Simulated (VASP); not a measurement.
# Ba (P6/mmm) in VASP: a series of runs

Runs on Ba. Level: PBE. Tasks: relaxation of cell and atoms, single point.

Program: VASP 6.6.1. These are calculated values, not measurements. Logs are shortened: lines on timing, memory, paths and dates and some standing lists are left out, and cuts for length are marked.

## (1) The cell of the first run

It takes space group P6/mmm (No. 191, hexagonal). The conventional cell has a = 6.405 Å, b = 6.405 Å, c = 5.478 Å, α = 90.00°, β = 90.00°, γ = 120.00°. Within 3.4 Å of Ba (site symmetry 6mm) lie 2 Ba at 2.56 to 2.92 Å.

## (2) Relaxation of cell and atoms, PBE

INCAR reads:

```
ALGO     = Fast           # electronic algorithm
EDIFF    = 1E-6           # SCF threshold, eV
EDIFFG   = -0.04          # ionic threshold
ENCUT    = 600            # plane-wave cutoff, eV
GGA      = PE             # functional
IBRION   = 2              # ionic algorithm
ISIF     = 3              # what is computed and relaxed
ISMEAR   = 0              # smearing method
LASPH    = T              # aspherical terms in the spheres
LCHARG   = F              # write CHGCAR
LREAL    = F              # projectors in reciprocal space
LWAVE    = F              # write WAVECAR
NELM     = 60             # most SCF steps
NSW      = 90             # ionic steps
PREC     = Accurate       # precision mode
SIGMA    = 0.1            # smearing width, eV
```

KPOINTS reads:

```
k-points
0
Gamma
  3 3 4
```

POSCAR reads:

```
Ba
1.0
    6.4052841500      0.0000000000      0.0000000000
   -3.2026420800      5.5471387900      0.0000000000
    0.0000000000      0.0000000000      5.4776597000
Ba
2
Direct
    0.0000000000      0.0000000000      0.2666746400
    0.0000000000      0.0000000000      0.7333253600
```

Potentials or basis: VASP PAW PBE potentials, release 64 (Ba_sv).

Run with:

```console
$ cat potpaw_PBE.64/Ba_sv/POTCAR > POTCAR
$ mpirun -np 1 vasp_std > vasp.out
```

OUTCAR:

```text
EDIFF = 1E-6
   EDIFFG = -0.04
   ENCUT = 600
   GGA = PE
   IBRION = 2
   ISIF = 3
   ISMEAR = 0
   LASPH = T
   LREAL = F
   NELM = 60
   NSW = 90
   PREC = Accurate

 ion  position               nearest neighbor table
   1  0.000  0.000  0.267-   2 2.56   2 2.92
   2  0.000  0.000  0.733-   1 2.56   1 2.92

  LATTYP: Found a hexagonal cell.
 ALAT       =     6.4052841500
 C/A-ratio  =     0.8551782515

  Lattice vectors:

 A1 = (   6.4052841500,   0.0000000000,   0.0000000000)
 A2 = (  -3.2026420800,   5.5471387900,   0.0000000000)
 A3 = (   0.0000000000,   0.0000000000,   5.4776597000)

Analysis of symmetry for initial positions (statically):
=====================================================================
 Subroutine PRICEL returns:
 Original cell was already a primitive cell.

 Routine SETGRP: Setting up the symmetry group for a
 hexagonal supercell.

 Subroutine GETGRP returns: Found 24 space group operations
 (whereof 24 operations were pure point group operations)
 out of a pool of 24 trial point group operations.

The static configuration has the point symmetry D_6h.

Analysis of symmetry for dynamics (positions and initial velocities):
=====================================================================
 Subroutine PRICEL returns:
 Original cell was already a primitive cell.

 Routine SETGRP: Setting up the symmetry group for a
 hexagonal supercell.

 Subroutine GETGRP returns: Found 24 space group operations
 (whereof 24 operations were pure point group operations)
 out of a pool of 24 trial point group operations.

The dynamic configuration has the point symmetry D_6h.

 Subroutine INISYM returns: Found 24 space group operations
 (whereof 24 operations are pure point group operations),
 and found     1 'primitive' translations

----------------------------------------------------------------------------------------

                                     Primitive cell

  volume of cell :     194.6267

  direct lattice vectors                    reciprocal lattice vectors
     6.405284150  0.000000000  0.000000000     0.156121099  0.090136559  0.000000000
    -3.202642080  5.547138790  0.000000000     0.000000000  0.180273117  0.000000000
     0.000000000  0.000000000  5.477659700     0.000000000  0.000000000  0.182559716

  length of vectors
     6.405284150  6.405284150  5.477659700     0.180273117  0.180273117  0.182559716

  position of ions in fractional coordinates (direct lattice)
     0.000000000  0.000000000  0.266674640
     0.000000000  0.000000000  0.733325360

  ion indices of the primitive-cell ions
   primitive index   ion index
                 1           1
                 2           2

----------------------------------------------------------------------------------------

 KPOINTS: k-points

Automatic generation of k-mesh.
 Grid dimensions read from file:
 generate k-points for:    3    3    4

 Generating k-lattice:

  Cartesian coordinates                     Fractional coordinates (reciprocal lattice)
     0.052040366  0.030045520  0.000000000     0.333333333  0.000000000  0.000000000
     0.000000000  0.060091039  0.000000000     0.000000000  0.333333333  0.000000000
     0.000000000  0.000000000  0.045639929     0.000000000  0.000000000  0.250000000

  Length of vectors
     0.060091039  0.060091039  0.045639929

  Shift w.r.t. Gamma in fractional coordinates (k-lattice)
     0.000000000  0.000000000  0.000000000

 Subroutine IBZKPT returns following result:
 ===========================================

 Found      9 irreducible k-points:

 Following reciprocal coordinates:
            Coordinates               Weight
  0.000000  0.000000  0.000000      1.000000
  0.333333  0.000000  0.000000      6.000000
  0.333333  0.333333  0.000000      2.000000
  0.000000  0.000000  0.250000      2.000000
  0.333333  0.000000  0.250000     12.000000
  0.333333  0.333333  0.250000      4.000000
  0.000000  0.000000  0.500000      1.000000
  0.333333  0.000000  0.500000      6.000000
  0.333333  0.333333  0.500000      2.000000
   k-points           NKPTS =      9   k-points in BZ     NKDIM =      9   number of bands    NBANDS=     14
[... 20 lines left out ...]
   NSW    =     90    number of steps for IOM
   IBRION =      2    ionic relax: 0-MD 1-quasi-New 2-CG
   NFREE  =      1    steps in history (QN), initial steepest desc. (CG)
   ISIF   =      3    stress and relaxation
   ISYM   =      2    0-nonsym 1-usesym 2-fastsym
   POTIM  = 0.5000    time-step for ionic-motion
   TEBEG  =    0.0;   TEEND  =   0.0 temperature during run
   PSTRESS=    0.0 pullay stress
   NELECT =      20.0000    total number of electrons
   NUPDOWN=      -1.0000    fix difference up-down
   EMIN   =  10.00;   EMAX   =-10.00  energy-range for DOS
   EFERMI =   0.00;   METHOD = LEGACY
   ISMEAR =     0;   SIGMA  =   0.10  broadening in eV -4-tet -1-fermi 0-gaus
   EFERMI_NEDOS =   21; number of points for ismear=-14 and -15
   IALGO  =     68    algorithm
   IMIX   =      4    mixing-type and parameters
     AMIX     =   0.40;   BMIX     =  1.00
     AMIX_MAG =   1.60;   BMIX_MAG =  1.00
  volume/ion in A,a.u.               =      97.31       656.70
  Fermi-wavevector in a.u.,A,eV,Ry     =   0.766803  1.449048  8.000054  0.587987
  Thomas-Fermi vector in A             =   1.867222
   LORBIT       =      0    0 simple, 1 ext, 2 COOP (PROOUT), +10 PAW based schemes
   GGA     = PE    functional components
   LHFCALC =     F    Hartree Fock is set to
   AEXX    =    0.0000 exact exchange contribution
   IVDW    =     0    specifies the selected vdW correction
   LEPSILON=     F    determine dielectric tensor
   LRPA    =     F    only Hartree local field effects (RPA)
 conjugate gradient relaxation of ions
 non-spin polarized calculation
 RMM-DIIS sequential band-by-band and
 Gauss-broadening in eV      SIGMA  =   0.10
  energy-cutoff  :      600.00
  volume of cell :      194.63
 maximum number of plane-waves:      6512
 NGX is ok and might be reduce to    54

--------------------------------------- Ionic step        1  -------------------------------------------

 number of electron      20.0000001 magnetization

 Free energy of the ion-electron system (eV)
  ---------------------------------------------------
  ext. energy  EPLUGINS =         0.00000000
  ---------------------------------------------------
  free energy    TOTEN  =         1.44075895 eV

  energy without entropy =        1.48132516  energy(sigma->0) =        1.46104206

------------------------ aborting loop because EDIFF is reached ----------------------------------------

  FORCE on cell =-STRESS in cart. coord.  units (eV):
  Direction    XX          YY          ZZ          XY          YZ          ZX
  --------------------------------------------------------------------------------------
  -------------------------------------------------------------------------------------
  Total       -1.4383251     -1.4383251     24.1954297      0.0000000     -0.0000000      0.0000000
  in kB      -11.8403670    -11.8403670    199.1780336      0.0000000     -0.0000000      0.0000000
  external PRESSURE =      58.4990999 kB  Pullay stress =       0.0000000 kB
[... 23 lines left out ...]
--------------------------------------- Ionic step        2  -------------------------------------------

 number of electron      20.0000000 magnetization

------------------------ aborting loop EDIFF was not reached (unconverged)  ----------------------------

  FORCE on cell =-STRESS in cart. coord.  units (eV):
  Direction    XX          YY          ZZ          XY          YZ          ZX
  --------------------------------------------------------------------------------------
  -------------------------------------------------------------------------------------
  Total       -3.3406726     -3.3406726      0.7049376      0.0000000     -0.0000000      0.0000000
  in kB      -18.6363001    -18.6363000      3.9325699      0.0000000     -0.0000000      0.0000000
  external PRESSURE =     -11.1133434 kB  Pullay stress =       0.0000000 kB
[... 53 lines left out ...]
  FREE ENERGIE OF THE ION-ELECTRON SYSTEM (eV)
  ---------------------------------------------------
  free  energy   TOTEN  =        -1.5743698401 eV

  energy  without entropy=       -1.5463787201  energy(sigma->0) =       -1.56037428

 E-fermi :  -0.1680     XC(G=0):  -5.3689

 val. band max:       -0.1729771332   @ k =   0.0000   0.0000   0.0000
 cond. band min:      -0.0068727414   @ k =   0.3333   0.0000   0.0000
 fundamental gap:      0.1661043919
 Fermi energy:        -0.1680315464

 k-point     1 :       0.0000    0.0000    0.0000
  band No.  band energies     occupation
      1     -30.3014      2.00000
      2     -30.2585      2.00000
      3     -15.6122      2.00000
      4     -15.4231      2.00000
      5     -15.4231      2.00000
      6     -15.3688      2.00000
      7     -15.3688      2.00000
      8     -15.1403      2.00000
      9      -2.2118      2.00000
     10      -0.1730      1.05576
     11       0.6619      0.00000
     12       0.6619      0.00000
     13       0.7603      0.00000
     14       0.7604      0.00000
[... 122 lines left out ...]
      1     -30.2999      2.00000
      2     -30.2589      2.00000
      3     -15.5845      2.00000
      4     -15.4346      2.00000
      5     -15.4346      2.00000
      6     -15.3836      2.00000
      7     -15.3836      2.00000
      8     -15.1674      2.00000
      9      -0.1817      1.15310
     10      -0.1817      1.15310
     11       0.0376      0.00364
     12       0.2066      0.00000
     13       0.2066      0.00000
     14       0.4110      0.00000

[... ionic steps 4 to 18 ...]

--------------------------------------- Ionic step       19  -------------------------------------------

 number of electron      19.9999999 magnetization

------------------------ aborting loop because EDIFF is reached ----------------------------------------
[... 67 lines left out ...]
--------------------------------------- Ionic step       21  -------------------------------------------

 number of electron      20.0000000 magnetization

 Free energy of the ion-electron system (eV)
  ---------------------------------------------------
  ext. energy  EPLUGINS =         0.00000000
  ---------------------------------------------------
  free energy    TOTEN  =        -3.40612750 eV

  energy without entropy =       -3.38431349  energy(sigma->0) =       -3.39522050

 E-fermi :   2.2441     XC(G=0):  -7.7528

 val. band max:        2.1413018632   @ k =   0.0000   0.0000   0.0000
 cond. band min:       2.3173695247   @ k =   0.3333   0.0000   0.0000
 fundamental gap:      0.1760676615
 Fermi energy:         2.2441221894

 k-point     1 :       0.0000    0.0000    0.0000
  band No.  band energies     occupation
      1     -26.9019      2.00000
      2     -26.8068      2.00000
      3     -12.5914      2.00000
      4     -11.7611      2.00000
      5     -11.7611      2.00000
      6     -11.6624      2.00000
      7     -11.6624      2.00000
      8     -11.5979      2.00000
      9      -0.6767      2.00000
     10       1.3268      2.00000
     11       2.1413      1.85408
     12       2.9903      0.00000
     13       3.8325      0.00000
     14       3.8325      0.00000
[... 163 lines left out ...]
  FREE ENERGIE OF THE ION-ELECTRON SYSTEM (eV)
  ---------------------------------------------------
  free  energy   TOTEN  =        -3.4061274991 eV

  energy  without entropy=       -3.3843134932  energy(sigma->0) =       -3.39522050

 reached required accuracy - stopping structural energy minimisation
```

It took 13 min on 1 thread of Intel Xeon 6975P-C (Granite Rapids), shared host; peak memory 0.38 GiB.

Results:

| Property | Result |
| --- | --- |
| Free energy | -3.4061 eV |
| Relaxed volume | 56.40 Å³/atom |
| Relaxed cell | a = 4.148 Å, b = 4.148 Å, c = 7.571 Å, α = 90.00°, β = 90.00°, γ = 120.00° |
| Space group after relaxing (to 0.05 Å) | P6/mmm (No. 191) |
| Energy gained by relaxing | 2423.4 meV/atom |
| Ionic steps | 21 |
| Pressure after relaxing | 0.0 GPa |
| Largest force after relaxing | 0.020 eV/Å |
| Band gap on the k mesh | zero (band 10 reaches 2.35 eV, above the bottom of band 11 at 2.14 eV) |

Forces in eV/Å, atoms in the order of the input:
```
Ba   0.000  0.000  0.020
Ba   0.000  0.000 -0.020
```

Step by step:
| step | energy change (eV) | largest force (eV/Å) | pressure (GPa) | volume (Å³) |
| --- | --- | --- | --- | --- |
| 1 | 0.0000 | 6.3804 | 5.85 | 194.63 |
| 2 | -3.0102 | 0.7537 | -1.11 | 287.20 |
| 3 | -3.0151 | 0.7593 | -0.91 | 288.05 |
| 4 | -3.4374 | 0.5389 | -1.23 | 257.39 |
| 5 | -4.4077 | 0.0917 | -1.27 | 170.99 |
| 6 | -4.4011 | 0.0003 | 0.06 | 132.29 |
| 7 | -4.5776 | 0.1067 | -0.90 | 155.63 |
| 8 | -4.6728 | 0.1690 | -0.43 | 150.12 |
| 9 | -4.6714 | 0.1815 | -0.54 | 152.60 |
| 10 | -4.7187 | 0.2397 | -0.36 | 143.04 |
| 11 | -4.7541 | 0.2689 | -0.09 | 130.71 |
| 12 | -4.8086 | 0.2153 | 0.46 | 107.59 |
| 13 | -4.8061 | 0.2008 | 0.49 | 108.06 |
| 14 | -4.8227 | 0.2020 | 0.44 | 107.88 |
| 15 | -4.8420 | 0.0872 | -0.06 | 114.73 |
| 16 | -4.8425 | 0.0728 | -0.13 | 115.82 |
| 17 | -4.8452 | 0.0498 | -0.02 | 114.36 |
| 18 | -4.8458 | 0.0411 | 0.00 | 113.65 |
| 19 | -4.8455 | 0.0219 | 0.08 | 112.23 |
| 20 | -4.8459 | 0.0343 | 0.01 | 113.19 |
| 21 | -4.8469 | 0.0198 | 0.04 | 112.79 |

Final structure:
```yaml
crystal:
  lattice:
    - [4.14754, 0.00000, 0.00000]
    - [-2.07377, 3.59187, 0.00000]
    - [0.00000, 0.00000, 7.57131]
  atoms:
    - { symbol: Ba, position: [0.00000, 0.00000, 0.24828] }
    - { symbol: Ba, position: [0.00000, 0.00000, 0.75172] }
```

Caveat: the k points lie up to 0.58 Å⁻¹ apart in the final cell; the volume moved by over 15 % at a fixed basis, so the end points are rough; spin-orbit coupling is left out, which moves the levels of the heavy elements.

## (3) Single point, PBE

This run uses another cell than the first one: it holds 1 atom, not 2.

INCAR reads:

```
SYSTEM = Ba
ALGO     = Fast           ! electronic algorithm
EDIFF    = 1E-6           ! SCF threshold, eV
ENCUT    = 520            ! plane-wave cutoff, eV
GGA      = PE             ! functional
ISIF     = 2              ! what is computed and relaxed
ISMEAR   = 0              ! smearing method
LASPH    = .True.         ! aspherical terms in the spheres
LCHARG   = .False.        ! write CHGCAR
LREAL    = .False.        ! projectors in reciprocal space
LWAVE    = .False.        ! write WAVECAR
NBANDS   = 11             ! bands
NELM     = 60             ! most SCF steps
PREC     = Accurate       ! precision mode
SIGMA    = 0.1            ! smearing width, eV
```

KPOINTS reads:

```
k-points
0
Gamma
  18 18 14
  0 0 0
```

POSCAR reads:

```
Ba
1.0
    4.2705382689      0.0000000000      0.0000000000
   -2.1352691344      3.6983946287      0.0000000000
    0.0000000000      0.0000000000      3.9463095934
Ba
1
Direct
    0.0000000000      0.0000000000      0.5000000000
```

Potentials or basis: VASP PAW PBE potentials, release 64 (Ba_sv).

Run with:

```console
$ cat potpaw_PBE.64/Ba_sv/POTCAR > POTCAR
$ mpirun -np 1 vasp_std > vasp.out
```

It took 56 s on 1 thread of Intel Xeon 6975P-C (Granite Rapids), shared host; peak memory 0.32 GiB.

It converged, with:

```
Free energy            : -1.7325 eV
Pressure               : 0.1 GPa
Band gap on the k mesh : zero (band 5 reaches 2.11 eV, above the bottom of band 6 at 1.42 eV)
```

Levels at points of the mesh, in eV from the Fermi level:
```csv
k point,band 3,band 4,band 5,band 6,band 7,band 8
"(0.00, 0.00, 0.00)",-14.04,-13.98,-2.74,0.08,1.68,1.68
"(0.50, 0.00, 0.00)",-14.16,-13.92,-0.98,0.43,1.00,2.79
"(0.00, 0.00, 0.50)",-13.97,-13.97,-0.88,0.64,2.24,2.24
"(0.50, 0.00, 0.50)",-14.46,-14.09,-0.87,0.15,1.87,3.34
```

Caveat: spin-orbit coupling is left out, which moves the levels of the heavy elements.

## (4) Relaxation of cell and atoms, PBE

This run uses another cell than the first one: it holds 1 atom, not 2.

INCAR reads:

```
PREC     = Accurate       # precision mode
ENCUT    = 600            # plane-wave cutoff, eV
EDIFF    = 1E-6           # SCF threshold, eV
ISMEAR   = 0              # smearing method
SIGMA    = 0.1            # smearing width, eV
LREAL    = F              # projectors in reciprocal space
LASPH    = T              # aspherical terms in the spheres
NELM     = 60             # most SCF steps
ALGO     = Fast           # electronic algorithm
ISIF     = 3              # what is computed and relaxed
LWAVE    = F              # write WAVECAR
LCHARG   = F              # write CHGCAR
GGA      = PE             # functional
IBRION   = 2              # ionic algorithm
NSW      = 100            # ionic steps
EDIFFG   = -0.01          # ionic threshold
```

KPOINTS reads:

```
regular mesh
0
Gamma
  18 18 14
```

POSCAR reads:

```
Ba
1.0
    4.2794657623      0.0000000000      0.0000000000
   -2.1397328811      3.7061260648      0.0000000000
    0.0000000000      0.0000000000      3.9818419870
Ba
1
Direct
    0.0000000000      0.0000000000      0.5000000000
```

Run with:

```console
$ cat potpaw_PBE.64/Ba_sv/POTCAR > POTCAR
$ mpirun -np 1 vasp_std > vasp.out
```

Wall time 2 min (1 thread of Intel Xeon 6975P-C (Granite Rapids), shared host); peak memory 0.38 GiB.

The run converged. Its results:

| Property | Result |
| --- | --- |
| Free energy | -1.7327 eV |
| Relaxed volume | 62.97 Å³/atom |
| Relaxed cell | a = 4.282 Å, b = 4.282 Å, c = 3.965 Å, α = 90.00°, β = 90.00°, γ = 120.00° |
| Space group after relaxing (to 0.05 Å) | P6/mmm (No. 191) |
| Energy gained by relaxing | 0.1 meV/atom |
| Ionic steps | 3 |
| Pressure after relaxing | 0.0 GPa |
| Band gap on the k mesh | zero (band 5 reaches 2.07 eV, above the bottom of band 6 at 1.40 eV) |

Step by step:
| step | energy change (eV) | largest force (eV/Å) | pressure (GPa) | volume (Å³) |
| --- | --- | --- | --- | --- |
| 1 | 0.0000 | 0.0000 | -0.03 | 63.15 |
| 2 | -0.0001 | 0.0000 | -0.02 | 63.04 |
| 3 | -0.0001 | 0.0000 | 0.00 | 62.97 |

Final structure:
```
Ba
1.0
     4.28238    0.00000    0.00000
    -2.14119    3.70865    0.00000
     0.00000    0.00000    3.96494
Ba
1
Direct
  0.00000 0.00000 0.50000
```

Levels at points of the mesh, in eV from the Fermi level:
| k point | band 3 | band 4 | band 5 | band 6 | band 7 | band 8 |
| --- | --- | --- | --- | --- | --- | --- |
| (0.00, 0.00, 0.00) | -14.06 | -14.00 | -2.74 | 0.09 | 1.68 | 1.68 |
| (0.50, 0.00, 0.00) | -14.18 | -13.94 | -0.97 | 0.43 | 0.98 | 2.75 |
| (0.00, 0.00, 0.50) | -13.99 | -13.99 | -0.89 | 0.61 | 2.22 | 2.22 |
| (0.50, 0.00, 0.50) | -14.47 | -14.11 | -0.85 | 0.14 | 1.87 | 3.31 |

Caveat: spin-orbit coupling is left out, which moves the levels of the heavy elements.

## (5) Overview

| task | cell | k mesh | cutoff (eV) | gap on the mesh (eV) | pressure (GPa) | relaxed volume (Å³/atom) |
| --- | --- | --- | --- | --- | --- | --- |
| relaxation of cell and atoms | relaxed from a = 6.405, b = 6.405, c = 5.478 Å, angles 90.0, 90.0, 120.0°, 2 atoms | 3 × 3 × 4 | 600 | none | 0.0 | 56.40 |
| single point | a = 4.271, b = 4.271, c = 3.946 Å, angles 90.0, 90.0, 120.0°, 1 atom | 18 × 18 × 14 | 520 | none | 0.1 | - |
| relaxation of cell and atoms | relaxed from a = 4.279, b = 4.279, c = 3.982 Å, angles 90.0, 90.0, 120.0°, 1 atom | 18 × 18 × 14 | 600 | none | 0.0 | 62.97 |

Alike in all rows: level PBE; potentials or basis VASP PAW PBE potentials, release 64 (Ba_sv); no spin polarisation; smearing gaussian 0.1 eV.

Caveats: some runs use coarse meshes; spin-orbit coupling is left out, which moves the levels of the heavy elements; the volume moved by over 15 % at a fixed basis, so the end points are rough (some runs).

Absolute energies hang on the potentials; compare differences alone.
